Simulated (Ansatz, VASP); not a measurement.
BP in VASP and in Ansatz

```
B P
1.0
     0.00000    2.33631    2.30229
     2.33631    0.00000    2.30229
     2.33631    2.33631    0.00000
B P
1 1
Direct
  0.00000 0.00000 0.00000
  0.75000 0.75000 0.75000
```

Change from the starting cell: strain +0.030 along x and y, +0.015 along z, atoms carried along.

Alike in both runs: task single point; functional r2SCAN; k mesh 10 × 10 × 10; occupations gaussian, width 0.05 eV; no spin polarisation.

|  | VASP | Ansatz |
| --- | --- | --- |
| version | VASP 6.6.1 | Ansatz 0.2.0 |
| potentials or method | VASP PAW PBE potentials, release 64 (B, P), cutoff 520 eV | scalar-relativistic, plane waves, PAW |
| valence electrons in the cell | 8 | 8 |

|  | VASP | Ansatz | Ansatz less VASP |
| --- | --- | --- | --- |
| gap on the k mesh at the Fermi level (eV) | 1.32 | 1.29 | -0.029 |
| least direct gap on the mesh (eV) | 3.38 | 3.35 | -0.039 |
| pressure (GPa) | -11.3 | -10.9 | +0.44 |
| traceless stress, the component that is largest in VASP (GPa) | 2.59 | 2.57 | -0.012 |

VASP's potentials were made for PBE, not for r2SCAN. The functional is the same, so the differences come from potentials, cutoffs and numerics.
